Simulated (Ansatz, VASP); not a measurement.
# BN in VASP and in Ansatz

```xyz
4
Lattice="2.5232 0.0000 0.0000 -1.2616 2.1851 0.0000 0.0000 0.0000 4.1752" Properties=species:S:1:pos:R:3 pbc="T T T"
B     1.2616    0.7284    4.1739
B     0.0000    1.4568    2.0863
N     1.2616    0.7284    2.6107
N     0.0000    1.4568    0.5231
```

Alike in both runs: functional LDA; k mesh 12 × 12 × 6; occupations gaussian, width 0.02 eV; no spin polarisation.

Ansatz relaxed the structure, and its values are those at the end. VASP's run is a single point on that final structure, the one shown.

|  | VASP | Ansatz |
| --- | --- | --- |
| version | VASP 6.6.1 | Ansatz 0.2.0 |
| potentials or method | VASP PAW LDA potentials, release 64 (B, N), cutoff 600 eV | scalar-relativistic, plane waves, PAW |
| valence electrons in the cell | 16 | 16 |

Ansatz gave:

| Quantity | Value |
| --- | --- |
| gap on the k mesh at the Fermi level (eV) | 4.93 |
| least direct gap on the mesh (eV) | 8.29 |
| pressure (GPa) | 0.0 |

Q: Which values does VASP return?

A: gap on the k mesh at the Fermi level (eV): 4.90; least direct gap on the mesh (eV): 8.28; pressure (GPa): 0.7.

LDA's correlation is that of Perdew and Zunger in VASP and of Perdew and Wang (1992) in Ansatz.
